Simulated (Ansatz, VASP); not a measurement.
## SiC: VASP beside Ansatz

```
C Si
1.0
     0.00000    2.08810    2.08810
     2.08810    0.00000    2.08810
     2.08810    2.08810    0.00000
C Si
1 1
Direct
  0.00000 0.00000 0.00000
  0.50000 0.50000 0.50000
```

Alike in both runs: task single point; functional PBE; k mesh 8 × 8 × 8; occupations gaussian, width 0.1 eV; no spin polarisation.

|  | VASP | Ansatz |
| --- | --- | --- |
| version | VASP 6.6.1 | Ansatz 0.2.0 |
| potentials or method | VASP PAW PBE potentials, release 64 (C, Si), cutoff 600 eV | scalar-relativistic, plane waves, PAW |
| valence electrons in the cell | 8 | 8 |

VASP gave:

| Item | Value |
| --- | --- |
| gap on the k mesh at the Fermi level (eV) | none |
| pressure (GPa) | -16.4 |

**Question.** Estimate Ansatz's values.

**Answer.** gap on the k mesh at the Fermi level (eV): none; pressure (GPa): -16.5.

A gap of «none» marks a metal or a gap that the smearing closes.
